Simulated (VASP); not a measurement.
# CsH (I4/mmm) in VASP: notebook

CsH is run at these levels: LDA; tasks: single point.

All numbers are computed with VASP 6.6.1; they aren't measurements. Logs are shortened: lines on timing, memory, paths and dates and some standing lists are left out, and cuts for length are marked.

## 1. The cell of the first run

The structure is tetragonal, space group I4/mmm (No. 139). The conventional cell has a = 4.148 Å, b = 4.148 Å, c = 6.376 Å, α = 90.00°, β = 90.00°, γ = 90.00°. Cs (site symmetry 4/mmm) has 6 H at 2.93 to 3.19 Å within 3.9 Å. H (site symmetry 4/mmm) has 6 Cs at 2.93 to 3.19 Å within 3.9 Å.

## 2. Single point, LDA (strain -0.080 along x and y, +0.000 along z)

The input, INCAR:

```
SYSTEM = CsH
  PREC = Accurate
  ENCUT = 520
  EDIFF = 1E-7
  ISMEAR = 0
  SIGMA = 0.05
  LREAL = .False.
  LASPH = .True.
  NELM = 100
  ALGO = Normal
  ISIF = 2
  LWAVE = .False.
  LCHARG = .False.
  GGA = CA
  NBANDS = 12
```

The input, KPOINTS:

```
Automatic mesh
0
Gamma
  8 8 8
  0 0 0
```

The input, POSCAR:

```
CsH
1.0
    0.0000000000      2.9329600000      3.1880000000
    2.9329600000      0.0000000000      3.1880000000
    2.9329600000      2.9329600000      0.0000000000
Cs H
1 1
Direct
    0.0000000000      0.0000000000      0.0000000000
    0.5000000000      0.5000000000      0.5000000000
```

Potentials or basis: VASP PAW LDA potentials, release 64 (Cs_sv, H).

Command:

```
$ cat potpaw_LDA.64/Cs_sv/POTCAR potpaw_LDA.64/H/POTCAR > POTCAR
$ mpirun -np 1 vasp_std > vasp.out
```

OUTCAR:

```text
SYSTEM = CsH
   PREC = Accurate
   ENCUT = 520
   EDIFF = 1E-7
   ISMEAR = 0
   LREAL = .False.
   LASPH = .True.
   NELM = 100
   ISIF = 2
   GGA = CA

 ion  position               nearest neighbor table
   1  0.000  0.000  0.000-
   2  0.500  0.500  0.500-

  LATTYP: Found a body centered tetragonal cell.
 ALAT       =     4.1478318099
 C/A-ratio  =     1.5371886548

  Lattice vectors:

 A1 = (  -2.9329600000,   0.0000000000,   3.1880000000)
 A2 = (   2.9329600000,   0.0000000000,   3.1880000000)
 A3 = (   0.0000000000,   2.9329600000,  -3.1880000000)

Analysis of symmetry for initial positions (statically):
=====================================================================
 Subroutine PRICEL returns:
 Original cell was already a primitive cell.

 Routine SETGRP: Setting up the symmetry group for a
 body centered tetragonal supercell.

 Subroutine GETGRP returns: Found 16 space group operations
 (whereof 16 operations were pure point group operations)
 out of a pool of 16 trial point group operations.

The static configuration has the point symmetry D_4h.

Analysis of symmetry for dynamics (positions and initial velocities):
=====================================================================
 Subroutine PRICEL returns:
 Original cell was already a primitive cell.

 Routine SETGRP: Setting up the symmetry group for a
 body centered tetragonal supercell.

 Subroutine GETGRP returns: Found 16 space group operations
 (whereof 16 operations were pure point group operations)
 out of a pool of 16 trial point group operations.

The dynamic configuration has the point symmetry D_4h.

 Subroutine INISYM returns: Found 16 space group operations
 (whereof 16 operations are pure point group operations),
 and found     1 'primitive' translations

----------------------------------------------------------------------------------------

                                     Primitive cell

  volume of cell :      54.8480

  direct lattice vectors                    reciprocal lattice vectors
     0.000000000  2.932960000  3.188000000    -0.170476242  0.170476242  0.156838143
     2.932960000  0.000000000  3.188000000     0.170476242 -0.170476242  0.156838143
     2.932960000  2.932960000  0.000000000     0.170476242  0.170476242 -0.156838143

  length of vectors
     4.331927788  4.331927788  4.147831810     0.287615197  0.287615197  0.287615197

  position of ions in fractional coordinates (direct lattice)
     0.000000000  0.000000000  0.000000000
     0.500000000  0.500000000  0.500000000

  ion indices of the primitive-cell ions
   primitive index   ion index
                 1           1
                 2           2

----------------------------------------------------------------------------------------

 KPOINTS: Automatic mesh

Automatic generation of k-mesh.
 Grid dimensions read from file:
 generate k-points for:    8    8    8

 Generating k-lattice:

  Cartesian coordinates                     Fractional coordinates (reciprocal lattice)
    -0.021309530  0.021309530  0.019604768     0.125000000  0.000000000  0.000000000
     0.021309530 -0.021309530  0.019604768     0.000000000  0.125000000  0.000000000
     0.021309530  0.021309530 -0.019604768    -0.000000000 -0.000000000  0.125000000

  Length of vectors
     0.035951900  0.035951900  0.035951900

  Shift w.r.t. Gamma in fractional coordinates (k-lattice)
     0.000000000  0.000000000  0.000000000

 Subroutine IBZKPT returns following result:
 ===========================================

 Found     59 irreducible k-points:

 Following reciprocal coordinates:
            Coordinates               Weight
  0.000000  0.000000  0.000000      1.000000
  0.125000  0.000000  0.000000      8.000000
  0.250000  0.000000  0.000000      8.000000
  0.375000  0.000000  0.000000      8.000000
  0.500000  0.000000  0.000000      4.000000
  0.125000  0.125000  0.000000      2.000000
[... 16 lines left out ...]
  0.250000  0.000000  0.125000     16.000000
  0.375000  0.000000  0.125000     16.000000
 [... further k-points ...]
   k-points           NKPTS =     59   k-points in BZ     NKDIM =     59   number of bands    NBANDS=     12
   number of dos      NEDOS =    301   number of ions     NIONS =      2
   total plane-waves  NPLWV =  32768
   dimension x,y,z NGX =    32 NGY =   32 NGZ =   32
   dimension x,y,z NGXF=    64 NGYF=   64 NGZF=   64
   ions per type =               1   1
   NGX,Y,Z   is equivalent  to a cutoff of  12.28, 12.28, 12.83 a.u.
   NGXF,Y,Z  is equivalent  to a cutoff of  24.56, 24.56, 25.65 a.u.
 SYSTEM =  CsH
   PREC   = accura    normal or accurate (medium, high low for compatibility)
   ISTART =      0    job   : 0-new  1-cont  2-samecut
   ICHARG =      2    charge: 1-file 2-atom 10-const
   ISPIN  =      1    spin polarized calculation?
   LNONCOLLINEAR =      F non collinear calculations
   LSORBIT =      F    spin-orbit coupling
   LASPH  =      T    aspherical Exc in radial PAW
   ENCUT  =  520.0 eV  38.22 Ry    6.18 a.u.   8.05  8.05  7.71*2*pi/ulx,y,z
   NELM   =    100;   NELMIN=  2; NELMDL= -5     # of ELM steps
   EDIFF  = 0.1E-06   stopping-criterion for ELM
   LREAL  =      F    real-space projection
   EDIFFG = 0.1E-05   stopping-criterion for IOM
   NSW    =      0    number of steps for IOM
   IBRION =     -1    ionic relax: 0-MD 1-quasi-New 2-CG
   NFREE  =      0    steps in history (QN), initial steepest desc. (CG)
   ISIF   =      2    stress and relaxation
   ISYM   =      2    0-nonsym 1-usesym 2-fastsym
   POTIM  = 0.5000    time-step for ionic-motion
   TEBEG  =    0.0;   TEEND  =   0.0 temperature during run
   PSTRESS=    0.0 pullay stress
   NELECT =      10.0000    total number of electrons
   NUPDOWN=      -1.0000    fix difference up-down
   EMIN   =  10.00;   EMAX   =-10.00  energy-range for DOS
   EFERMI =   0.00;   METHOD = LEGACY
   ISMEAR =     0;   SIGMA  =   0.05  broadening in eV -4-tet -1-fermi 0-gaus
   EFERMI_NEDOS =   21; number of points for ismear=-14 and -15
   IALGO  =     38    algorithm
   IMIX   =      4    mixing-type and parameters
     AMIX     =   0.40;   BMIX     =  1.00
     AMIX_MAG =   1.60;   BMIX_MAG =  1.00
  volume/ion in A,a.u.               =      27.42       185.07
  Fermi-wavevector in a.u.,A,eV,Ry     =   0.928299  1.754231 11.724676  0.861739
  Thomas-Fermi vector in A             =   2.054461
   LORBIT       =      0    0 simple, 1 ext, 2 COOP (PROOUT), +10 PAW based schemes
   GGA     = CA    functional components
   LHFCALC =     F    Hartree Fock is set to
   AEXX    =    0.0000 exact exchange contribution
   IVDW    =     0    specifies the selected vdW correction
   LEPSILON=     F    determine dielectric tensor
   LRPA    =     F    only Hartree local field effects (RPA)
 non-spin polarized calculation
 Gauss-broadening in eV      SIGMA  =   0.05
  energy-cutoff  :      520.00
  volume of cell :       54.85
 maximum number of plane-waves:      1492
   NGX = 17   NGY = 17   NGZ = 15

 number of electron      10.0000002 magnetization

 Free energy of the ion-electron system (eV)
  ---------------------------------------------------
  ext. energy  EPLUGINS =         0.00000000
  ---------------------------------------------------
  free energy    TOTEN  =        -4.89193372 eV

  energy without entropy =       -4.89193372  energy(sigma->0) =       -4.89193372

 E-fermi :   1.3038     XC(G=0):  -8.1416

 val. band max:        1.0005596956   @ k =   0.5000   0.0000   0.0000
 cond. band min:       2.6127133098   @ k =   0.5000   0.0000   0.0000
 fundamental gap:      1.6121536142
 Fermi energy:         1.3038141528

 k-point     1 :       0.0000    0.0000    0.0000
  band No.  band energies     occupation
      1     -20.6547      2.00000
      2      -6.9492      2.00000
      3      -6.8428      2.00000
      4      -6.8428      2.00000
      5      -1.2940      2.00000
      6       5.5693      0.00000
      7       6.0633      0.00000
      8       6.0633      0.00000
      9       6.4121      0.00000
     10       8.3232      0.00000
     11       8.5814      0.00000
     12       9.6011      0.00000

 k-point     2 :       0.1250    0.0000    0.0000
  band No.  band energies     occupation
      1     -20.6323      2.00000
      2      -7.1304      2.00000
      3      -6.9443      2.00000
      4      -6.8552      2.00000
      5      -0.9553      2.00000
      6       5.2975      0.00000
      7       5.7909      0.00000
      8       6.2263      0.00000
      9       6.3957      0.00000
     10       7.8157      0.00000
     11       8.0356      0.00000
     12      10.3660      0.00000

 k-point     3 :       0.2500    0.0000    0.0000
  band No.  band energies     occupation
      1     -20.5773      2.00000
      2      -7.6454      2.00000
      3      -7.0290      2.00000
      4      -6.8845      2.00000
      5      -0.1945      2.00000
      6       4.1440      0.00000
      7       5.6292      0.00000
      8       6.2816      0.00000
      9       6.8012      0.00000
     10       7.8047      0.00000
     11       7.8178      0.00000
     12      11.9658      0.00000
[... 286 lines left out ...]
 k-point    23 :       0.2500    0.0000    0.1250
  band No.  band energies     occupation
      1     -20.5765      2.00000
      2      -7.5171      2.00000
      3      -7.0691      2.00000
      4      -6.9776      2.00000
      5      -0.2896      2.00000
      6       4.5769      0.00000
      7       5.3746      0.00000
      8       6.1148      0.00000
      9       6.9107      0.00000
     10       7.3150      0.00000
     11       8.6256      0.00000
     12      11.5445      0.00000

 k-point    24 :       0.3750    0.0000    0.1250
  band No.  band energies     occupation
      1     -20.5206      2.00000
      2      -7.9561      2.00000
      3      -7.1440      2.00000
      4      -7.0173      2.00000
      5       0.3015      2.00000
      6       3.6104      0.00000
      7       5.2890      0.00000
      8       5.8920      0.00000
      9       7.2972      0.00000
     10       8.5243      0.00000
     11       9.3365      0.00000
     12      12.7222      0.00000

 [... further k-points ...]
[... 5 lines left out ...]
  --------------------------------------------------------------------------------------
  -------------------------------------------------------------------------------------
  Total        0.5733669      0.5733669     -0.3920254      0.0000000      0.0000000      0.0000000
  in kB       16.7487590     16.7487590    -11.4515469      0.0000000      0.0000000      0.0000000
  external PRESSURE =       7.3486570 kB  Pullay stress =       0.0000000 kB

 VOLUME and BASIS-vectors are now :
 -----------------------------------------------------------------------------
  energy-cutoff  :      520.00
  volume of cell :       54.85
      direct lattice vectors                 reciprocal lattice vectors
     0.000000000  2.932960000  3.188000000    -0.170476242  0.170476242  0.156838143
     2.932960000  0.000000000  3.188000000     0.170476242 -0.170476242  0.156838143
     2.932960000  2.932960000  0.000000000     0.170476242  0.170476242 -0.156838143

 POSITION                                       TOTAL-FORCE (eV/Angst)
 -----------------------------------------------------------------------------------
      0.00000      0.00000      0.00000         0.000000     -0.000000      0.000000
      2.93296      2.93296      3.18800        -0.000000      0.000000      0.000000
 -----------------------------------------------------------------------------------
    total drift:                                0.000000     -0.000000     -0.000000

  FREE ENERGIE OF THE ION-ELECTRON SYSTEM (eV)
  ---------------------------------------------------
  free  energy   TOTEN  =        -4.8919337237 eV

  energy  without entropy=       -4.8919337237  energy(sigma->0) =       -4.89193372
```

Wall time 17 s (1 thread of AMD EPYC 9R14 (Zen 4), shared host); peak memory 0.14 GiB.

Results:

```yaml
Free_energy: -4.8919 eV
Pressure: 0.7 GPa
Band_gap_on_the_k_mesh: 1.61 eV, direct
```

Stress tensor (GPa, compression positive):
```
 1.67  0.00  0.00
 0.00  1.67  0.00
 0.00  0.00 -1.15
```

Caveat: the cell differs from its parent crystal (strain -0.080 along x and y, +0.000 along z); spin-orbit coupling is left out, which moves the levels of the heavy elements.

## 3. Single point, LDA (strain -0.040 along x and y, -0.080 along z)

The input, INCAR:

```
ALGO     = Normal         # electronic algorithm
EDIFF    = 1E-6           # SCF threshold, eV
ENCUT    = 520            # plane-wave cutoff, eV
GGA      = CA             # functional
ISIF     = 2              # what is computed and relaxed
ISMEAR   = 0              # smearing method
LASPH    = T              # aspherical terms in the spheres
LCHARG   = F              # write CHGCAR
LREAL    = F              # projectors in reciprocal space
LWAVE    = F              # write WAVECAR
NBANDS   = 12             # bands
NELM     = 80             # most SCF steps
PREC     = Accurate       # precision mode
SIGMA    = 0.05           # smearing width, eV
```

The input, KPOINTS:

```
k-points
0
Gamma
  8 8 8
```

The input, POSCAR:

```
CsH
1.0
    0.0000000000      3.0604800000      2.9329600000
    3.0604800000      0.0000000000      2.9329600000
    3.0604800000      3.0604800000      0.0000000000
Cs H
1 1
Direct
    0.0000000000      0.0000000000      0.0000000000
    0.5000000000      0.5000000000      0.5000000000
```

Potentials or basis: VASP PAW LDA potentials, release 64 (Cs_sv, H).

Command:

```
$ cat potpaw_LDA.64/Cs_sv/POTCAR potpaw_LDA.64/H/POTCAR > POTCAR
$ mpirun -np 1 vasp_std > vasp.out
```

OUTCAR:

```text
EDIFF = 1E-6
   ENCUT = 520
   GGA = CA
   ISIF = 2
   ISMEAR = 0
   LASPH = T
   LREAL = F
   NELM = 80
   PREC = Accurate

 ion  position               nearest neighbor table
   1  0.000  0.000  0.000-
   2  0.500  0.500  0.500-

  LATTYP: Found a body centered tetragonal cell.
 ALAT       =     4.3281723234
 C/A-ratio  =     1.3552879973

  Lattice vectors:

 A1 = (   0.0000000000,  -3.0604800000,  -2.9329600000)
 A2 = (   0.0000000000,   3.0604800000,  -2.9329600000)
[... 536 lines left out ...]
      7       5.1605      0.00000
      8       6.1098      0.00000
      9       7.4674      0.00000
     10       8.4676      0.00000
     11       9.1604      0.00000
     12      12.7369      0.00000

 [... further k-points ...]
[... 5 lines left out ...]
  --------------------------------------------------------------------------------------
  -------------------------------------------------------------------------------------
  Total       -0.0133033     -0.0133033      0.5753009      0.0000000     -0.0000000     -0.0000000
  in kB       -0.3879324     -0.3879324     16.7760755      0.0000000     -0.0000000     -0.0000000
  external PRESSURE =       5.3334036 kB  Pullay stress =       0.0000000 kB

 VOLUME and BASIS-vectors are now :
 -----------------------------------------------------------------------------
  energy-cutoff  :      520.00
  volume of cell :       54.94
      direct lattice vectors                 reciprocal lattice vectors
     0.000000000  3.060480000  2.932960000    -0.163373066  0.163373066  0.170476242
     3.060480000  0.000000000  2.932960000     0.163373066 -0.163373066  0.170476242
     3.060480000  3.060480000  0.000000000     0.163373066  0.163373066 -0.170476242

 POSITION                                       TOTAL-FORCE (eV/Angst)
 -----------------------------------------------------------------------------------
      0.00000      0.00000      0.00000         0.000000      0.000000      0.000000
      3.06048      3.06048      2.93296        -0.000000      0.000000      0.000000
 -----------------------------------------------------------------------------------
    total drift:                                0.000000     -0.000000     -0.000000

  FREE ENERGIE OF THE ION-ELECTRON SYSTEM (eV)
  ---------------------------------------------------
  free  energy   TOTEN  =        -4.9119367418 eV

  energy  without entropy=       -4.9119367418  energy(sigma->0) =       -4.91193674
```

OSZICAR:

```text
N       E                     dE             d eps       ncg     rms          rms(c)
DAV:   1     0.385068909619E+02    0.38507E+02   -0.42811E+03  1416   0.702E+02
DAV:   2    -0.296302450808E+01   -0.41470E+02   -0.39843E+02  1744   0.111E+02
DAV:   3    -0.574460107044E+01   -0.27816E+01   -0.27766E+01  1744   0.312E+01
DAV:   4    -0.576311949235E+01   -0.18518E-01   -0.18517E-01  1648   0.293E+00
DAV:   5    -0.576318675765E+01   -0.67265E-04   -0.67265E-04  1760   0.184E-01    0.369E+00
DAV:   6    -0.506639073935E+01    0.69680E+00   -0.51921E-01  1620   0.310E+00    0.157E+00
DAV:   7    -0.490698440034E+01    0.15941E+00   -0.54284E-01  1640   0.272E+00    0.575E-01
DAV:   8    -0.491701955663E+01   -0.10035E-01   -0.55945E-02  1560   0.108E+00    0.282E-01
DAV:   9    -0.491189652559E+01    0.51230E-02   -0.10146E-02  1608   0.453E-01    0.349E-02
DAV:  10    -0.491196332094E+01   -0.66795E-04   -0.12673E-03  1640   0.149E-01    0.335E-02
DAV:  11    -0.491193828030E+01    0.25041E-04   -0.11939E-04  1608   0.433E-02    0.863E-03
DAV:  12    -0.491193665329E+01    0.16270E-05   -0.13320E-05  1620   0.172E-02    0.109E-03
DAV:  13    -0.491193674184E+01   -0.88550E-07   -0.67833E-07  1264   0.398E-03
   1 F= -.49119367E+01 E0= -.49119367E+01  d E =-.559149E-17
```

Wall time 17 s (1 thread of AMD EPYC 9R14 (Zen 4), shared host); peak memory 0.14 GiB.

What came out:

```
Free energy            : -4.9119 eV
Pressure               : 0.5 GPa
Band gap on the k mesh : 1.65 eV, direct
```

Caveat: the cell differs from its parent crystal (strain -0.040 along x and y, -0.080 along z); spin-orbit coupling is left out, which moves the levels of the heavy elements. A k mesh can miss the band edges.
